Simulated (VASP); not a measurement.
# Li5Pb3: relaxation of cell and atoms with LDA

Li5Pb3:

```
Li Pb
1.0
    -3.66750    3.66750    3.66750
     3.66750   -3.66750    3.66750
     3.66750    3.66750   -3.66750
Li Pb
5 3
Direct
  0.00000 0.00000 0.00000
  0.00000 0.00000 0.50000
  0.00000 0.50000 0.00000
  0.00000 0.50000 0.50000
  0.50000 0.00000 0.00000
  0.50000 0.00000 0.50000
  0.50000 0.50000 0.00000
  0.50000 0.50000 0.50000
```

- Program: VASP 6.6.1
- Task: relaxation of cell and atoms
- Functional: LDA
- Potentials or basis: VASP PAW LDA potentials, release 64 (Li_sv, Pb_d)
- Cutoff: 750 eV
- k mesh: 4 × 4 × 4
- Occupations: methfessel-paxton, width 0.05 eV
- Spin: no spin polarisation
- Dipole correction: no
- Further INCAR settings: ALGO = Normal; EDIFF = 1e-07; IBRION = 2; EDIFFG = -0.02; NSW = 80; ISIF = 3

```
Relaxed volume                        : 20.42 Å³/atom
Relaxed cell                          : a = 5.896 Å, b = 6.081 Å, c = 6.081 Å, α = 103.84°, β = 113.10°, γ = 113.10°
Space group after relaxing (to 0.1 Å) : Fmmm (No. 69)
Energy gained by relaxing             : 83.2 meV/atom
Ionic steps                           : 9
Pressure after relaxing               : -0.1 GPa
Band gap on the k mesh                : zero (an odd number of electrons rules out a gap without spin polarisation)
```

The path:
| step | energy change (eV) | largest force (eV/Å) | pressure (GPa) | volume (Å³) |
| --- | --- | --- | --- | --- |
| 1 | 0.0000 | 0.0000 | -3.96 | 197.32 |
| 2 | -0.3941 | 0.0000 | -2.27 | 180.40 |
| 3 | -0.5532 | 0.0000 | -0.10 | 166.60 |
| 4 | -0.5624 | 0.0000 | 0.70 | 162.60 |
| 5 | -0.6241 | 0.0000 | 0.39 | 162.47 |
| 6 | -0.6491 | 0.0000 | 0.12 | 162.14 |
| 7 | -0.6493 | 0.0000 | 0.13 | 162.17 |
| 8 | -0.6607 | 0.0000 | 0.01 | 162.71 |
| 9 | -0.6655 | 0.0000 | -0.12 | 163.33 |

Final structure:
```yaml
crystal:
  lattice:
    - [-3.75025, 3.21697, 3.21697]
    - [3.75025, -3.38445, 3.38445]
    - [3.75025, 3.38445, -3.38445]
  atoms:
    - { symbol: Li, position: [0.00000, 0.00000, 0.00000] }
    - { symbol: Li, position: [0.00000, 0.00000, 0.50000] }
    - { symbol: Li, position: [0.00000, 0.50000, 0.00000] }
    - { symbol: Li, position: [0.00000, 0.50000, 0.50000] }
    - { symbol: Li, position: [0.50000, 0.00000, 0.00000] }
    - { symbol: Pb, position: [0.50000, 0.00000, 0.50000] }
    - { symbol: Pb, position: [0.50000, 0.50000, 0.00000] }
    - { symbol: Pb, position: [0.50000, 0.50000, 0.50000] }
```

Levels at points of the mesh, in eV from the Fermi level:
| k point | band 25 | band 26 | band 27 | band 28 | band 29 | band 30 | band 31 | band 32 | band 33 | band 34 |
| --- | --- | --- | --- | --- | --- | --- | --- | --- | --- | --- |
| (0.00, 0.00, 0.00) | -3.60 | -2.47 | -2.26 | -2.21 | -0.92 | 0.28 | 0.90 | 2.32 | 2.35 | 2.85 |
| (0.50, 0.00, 0.00) | -4.20 | -3.76 | -1.58 | 0.20 | 1.13 | 1.42 | 1.57 | 1.75 | 2.92 | 3.40 |
| (0.00, 0.50, 0.00) | -2.85 | -2.05 | -1.58 | -1.45 | 0.00 | 0.76 | 1.22 | 1.42 | 3.22 | 3.47 |
| (0.00, 0.50, 0.50) | -2.39 | -2.01 | -0.49 | 0.44 | 0.78 | 0.98 | 1.00 | 1.66 | 2.10 | 2.83 |
| (0.50, 0.50, 0.50) | -3.03 | -2.51 | 0.12 | 0.49 | 0.67 | 0.86 | 0.91 | 1.92 | 2.86 | 3.01 |

Wall time 14 min on 1 thread of Intel(R) Xeon(R) 6975P-C (Granite Rapids) (shared host), peak memory 0.48 GiB.

Caveat: the volume moved by over 15 % at a fixed basis, so the end points are rough; spin-orbit coupling is left out, which moves the levels of the heavy elements.
